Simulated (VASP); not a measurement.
# C: single point with PBE

C:

```
C
1.0
    -2.28128    2.28128    2.05004
     2.28128   -2.28128    2.05004
     2.28128    2.28128   -2.05004
C
8
Cartesian
  -0.9356 1.9946 1.3049
  0.9356 2.5679 1.3049
  1.9946 -0.9356 1.3049
  0.2867 1.3457 0.7452
  -0.2867 3.2169 0.7452
  2.5679 0.9356 1.3049
  1.3457 0.2867 0.7452
  3.2169 -0.2867 0.7452
```

The cell was built from a structure type or drawn by symmetry, and may not be a known phase.

- Program: VASP 6.6.1
- Task: single point
- Functional: PBE
- Potentials or basis: VASP PAW PBE potentials, release 64 (C)
- Cutoff: 520 eV
- k mesh: 6 × 6 × 6
- Occupations: gaussian, width 0.1 eV
- Spin: no spin polarisation

```
Pressure      : 72.6 GPa
Largest force : 1.060 eV/Å
```

Forces on the atoms (eV/Å):
```
C   -0.740 -0.216  0.728
C    0.740  0.216  0.728
C   -0.216 -0.740  0.728
C    0.216 -0.740 -0.728
C   -0.216  0.740 -0.728
C    0.216  0.740  0.728
C   -0.740  0.216 -0.728
C    0.740 -0.216 -0.728
```

Stress tensor (GPa, compression positive):
```
83.27  0.00  0.00
 0.00 83.27  0.00
 0.00  0.00 51.41
```

Levels at points of the mesh, in eV from the Fermi level:
```
           k point  band 14  band 15  band 16  band 17  band 18  band 19
(0.00, 0.00, 0.00)    -1.84    -1.84    -1.46     4.31     4.85     8.50
(0.50, 0.00, 0.00)    -3.53    -2.32    -1.26     3.44     5.02     5.34
(0.50, 0.50, 0.00)    -3.46    -2.44    -1.75     3.65     4.02     5.26
(0.50, 0.50, 0.50)    -2.24    -0.79    -0.32    -0.05     5.69     6.48
```

Run time: 48 s on 1 thread of Intel Xeon 8259CL, with other jobs on the host, peak memory 0.16 GiB.

Caveat: the cell stands under pressure; forces of over 1 eV/Å act on the atoms, so gaps and moduli don't describe the material at rest.
